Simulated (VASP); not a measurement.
Zn24O23 (a cell with a defect): relaxation of the atoms with PBE

System: Zn24O23 (a cell with a defect).

```
Zn O
1.0
    -3.27939   -5.68007    5.29323
     6.55878    0.00000    5.29323
    -3.27939    5.68007    5.29323
Zn O
24 23
Direct
  0.66687 0.50020 0.33353
  0.50020 0.33353 0.66687
  0.83353 0.66687 0.00020
  0.50020 0.83353 0.16687
  0.83353 0.16687 0.50020
  0.00020 0.33353 0.16687
  0.33353 0.66687 0.50020
  0.66687 0.00020 0.83353
  0.16687 0.50020 0.83353
  0.16687 0.00020 0.33353
  0.00020 0.83353 0.66687
  0.33353 0.16687 0.00020
  0.50020 0.16687 0.33353
  0.33353 0.00020 0.66687
  0.66687 0.33353 0.00020
  0.33353 0.50020 0.16687
  0.66687 0.83353 0.50020
  0.83353 0.00020 0.16687
  0.16687 0.33353 0.50020
  0.50020 0.66687 0.83353
  0.00020 0.16687 0.83353
  0.00020 0.66687 0.33353
  0.83353 0.50020 0.66687
  0.16687 0.83353 0.00020
  0.62657 0.45990 0.79324
  0.95990 0.79324 0.12657
  0.62657 0.95990 0.29324
  0.95990 0.29324 0.62657
  0.12657 0.45990 0.29324
  0.45990 0.79324 0.62657
  0.79324 0.12657 0.95990
  0.29324 0.62657 0.95990
  0.29324 0.12657 0.45990
  0.12657 0.95990 0.79324
  0.45990 0.29324 0.12657
  0.62657 0.29324 0.45990
  0.45990 0.12657 0.79324
  0.79324 0.45990 0.12657
  0.45990 0.62657 0.29324
  0.79324 0.95990 0.62657
  0.95990 0.12657 0.29324
  0.29324 0.45990 0.62657
  0.62657 0.79324 0.95990
  0.12657 0.29324 0.95990
  0.12657 0.79324 0.45990
  0.95990 0.62657 0.79324
  0.29324 0.95990 0.12657
```

This cell differs from its parent crystal: atoms taken out.

| Item | Value |
| --- | --- |
| Program | VASP 6.6.1 |
| Task | relaxation of the atoms |
| Functional | PBE |
| Potentials or basis | VASP PAW PBE potentials, release 64 (Zn, O) |
| Cutoff | 520 eV |
| k mesh | 1 × 1 × 1 |
| Occupations | gaussian, width 0.01 eV |
| Spin | no spin polarisation |
| Dipole correction | no |
| Further INCAR settings | LREAL = Auto; ALGO = Normal; EDIFF = 1e-06; IBRION = 2; EDIFFG = -0.025; NSW = 65 |

The energy gained by relaxing is 1.9 meV/atom. The ionic steps are 8 and the pressure after relaxing is 0.7 GPa. The largest force after relaxing is 0.024 eV/Å. The band gap on the k mesh is 1.99 eV.

Forces in eV/Å, atoms in the order of the input:
```
Zn   0.000  0.000  0.002
Zn  -0.001  0.002  0.003
Zn   0.010 -0.001 -0.012
Zn   0.002  0.000  0.003
Zn  -0.006 -0.008 -0.012
Zn  -0.001 -0.002  0.003
Zn  -0.004  0.009 -0.012
Zn   0.001  0.003  0.011
Zn  -0.003 -0.001  0.011
Zn   0.002 -0.002  0.011
Zn   0.000  0.000  0.007
Zn   0.000  0.000  0.012
Zn   0.006 -0.002  0.004
Zn  -0.001  0.000 -0.001
Zn  -0.001  0.007  0.004
Zn  -0.005 -0.005  0.004
Zn  -0.018 -0.006 -0.015
Zn   0.013 -0.011 -0.002
Zn  -0.016 -0.006 -0.002
Zn   0.003  0.017 -0.002
Zn   0.001 -0.001 -0.001
Zn   0.004  0.018 -0.015
Zn   0.014 -0.013 -0.015
Zn   0.001  0.001 -0.001
O    0.000  0.004  0.006
O    0.005 -0.001 -0.002
O    0.004 -0.003  0.006
O   -0.004 -0.004 -0.002
O   -0.004 -0.002  0.006
O   -0.002  0.005 -0.002
O    0.016 -0.008  0.006
O   -0.001  0.018  0.006
O   -0.015 -0.010  0.006
O    0.000  0.000  0.011
O    0.000  0.000  0.003
O    0.003 -0.001  0.005
O   -0.007  0.012 -0.002
O    0.000  0.003  0.005
O   -0.002 -0.002  0.005
O   -0.009  0.007 -0.012
O   -0.005 -0.016 -0.002
O   -0.012  0.012 -0.002
O    0.016  0.004 -0.002
O   -0.007 -0.012 -0.002
O    0.010  0.004 -0.012
O   -0.001 -0.011 -0.012
O    0.014  0.000 -0.002
```

Stress tensor (GPa, compression positive):
```
0.39 0.00 0.00
0.00 0.39 0.00
0.00 0.00 1.43
```

The path:
```tsv
step	energy change (eV)	largest force (eV/Å)	pressure (GPa)
1	0.0000	0.4121	0.57
2	-0.0739	0.1345	0.71
3	-0.0776	0.1135	0.75
4	-0.0833	0.0590	0.73
5	-0.0842	0.0470	0.75
6	-0.0858	0.0316	0.75
7	-0.0865	0.0414	0.75
8	-0.0875	0.0239	0.73
```

Final structure:
```
Zn O
1.0
    -3.27939   -5.68007    5.29323
     6.55878    0.00000    5.29323
    -3.27939    5.68007    5.29323
Zn O
24 23
Direct
  0.66611 0.49944 0.33277
  0.49984 0.33366 0.66780
  0.83311 0.66788 0.99877
  0.50033 0.83447 0.16651
  0.83455 0.16543 0.49978
  0.00113 0.33317 0.16699
  0.33210 0.66644 0.50121
  0.66714 0.00038 0.83409
  0.16743 0.50048 0.83371
  0.16704 0.00076 0.33381
  0.00103 0.83437 0.66770
  0.33349 0.16683 0.00016
  0.50079 0.16722 0.33397
  0.33416 0.99991 0.66712
  0.66730 0.33412 0.00056
  0.33389 0.50063 0.16745
  0.66632 0.83434 0.50062
  0.83433 0.00091 0.16676
  0.16758 0.33343 0.50100
  0.50009 0.66767 0.83424
  0.00046 0.16750 0.83324
  0.00101 0.66729 0.33299
  0.83395 0.49966 0.66768
  0.16658 0.83379 0.00083
  0.62849 0.46141 0.79039
  0.95775 0.79067 0.12899
  0.62808 0.95705 0.29516
  0.95734 0.29565 0.62442
  0.12372 0.46182 0.29475
  0.46232 0.79109 0.62401
  0.79303 0.12671 0.95957
  0.29290 0.62636 0.96004
  0.29337 0.12624 0.45970
  0.12608 0.95941 0.79274
  0.45997 0.29330 0.12663
  0.62880 0.29594 0.45998
  0.46016 0.12609 0.79242
  0.79331 0.46213 0.12927
  0.46260 0.62665 0.29546
  0.79246 0.95671 0.62465
  0.95967 0.12655 0.29300
  0.29322 0.45966 0.62633
  0.62633 0.79300 0.95988
  0.12575 0.29350 0.95943
  0.12337 0.79132 0.45913
  0.95799 0.62579 0.79004
  0.29276 0.95909 0.12683
```

Levels at points of the mesh, in eV from the valence-band top:
```tsv
k point	band 210	band 211	band 212	band 213	band 214	band 215	band 216	band 217
(0.00, 0.00, 0.00)	-0.07	-0.03	0.00	0.00	1.99	3.65	3.70	3.70
```

Wall time 9 min on 4 MPI ranks on Intel(R) Xeon(R) Platinum 8259CL CPU @ 2.50GHz (Skylake/Cascade Lake), on a shared host, peak memory 0.25 GiB a rank.

Caveat: the k points lie up to 0.75 Å⁻¹ apart; the cell differs from its parent crystal (atoms taken out).
